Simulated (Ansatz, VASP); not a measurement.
## One calculation of Au, two programs

INCAR

```
SYSTEM = Au
PREC = Accurate
ENCUT = 520
EDIFF = 1E-6
ISMEAR = 0
SIGMA = 0.1
LREAL = .FALSE.
LASPH = .TRUE.
NELM = 100
ALGO = Normal
ISIF = 2
LWAVE = .FALSE.
LCHARG = .FALSE.
GGA = PE
NBANDS = 12
```

File KPOINTS:

```
Automatic mesh
0
G
  8 8 8
  0 0 0
```

Contents of POSCAR:

```
Au
1.0
   -1.5441828126      1.5441828126      1.5441828126
    1.5441828126     -1.5441828126      1.5441828126
    1.5441828126      1.5441828126     -1.5441828126
Au
1
Direct
    0.0000000000      0.0000000000      0.0000000000
```

Input for Ansatz:

```yaml
crystal:
  lattice:
    - [-1.5441828126, 1.5441828126, 1.5441828126]
    - [1.5441828126, -1.5441828126, 1.5441828126]
    - [1.5441828126, 1.5441828126, -1.5441828126]
  atoms:
    - { symbol: Au, position: [0.0, 0.0, 0.0] }
basis:
  ecutwfc: 420
kpoints:
  mp_grid: { grid: [8, 8, 8] }
hamiltonian:
  xc: pbe
scf:
  occupations: { method: gaussian, width: 0.1 }
output:
  forces: true
  stress: true
  eigenvalues: true
```

Alike in both runs: task single point; functional PBE; k mesh 8 × 8 × 8; occupations gaussian, width 0.1 eV; no spin polarisation.

|  | VASP | Ansatz |
| --- | --- | --- |
| version | VASP 6.6.1 | Ansatz 0.2.0 |
| potentials or method | VASP PAW PBE potentials, release 64 (Au), cutoff 520 eV | scalar-relativistic, plane waves, PAW |
| valence electrons in the cell | 11 | 19 |

|  | VASP | Ansatz | Ansatz less VASP |
| --- | --- | --- | --- |
| gap on the k mesh at the Fermi level (eV) | none | none | - |
| pressure (GPa) | 49.2 | 49.8 | +0.55 |

A gap of «none» marks a metal or a gap that the smearing closes. Both programs put the cell under a high pressure, so it lies far from rest at this level. VASP's potentials hold 11 valence electrons a cell and Ansatz's 19, so a difference there can come from the potentials and not from the codes.

Neither program's run includes spin-orbit coupling.
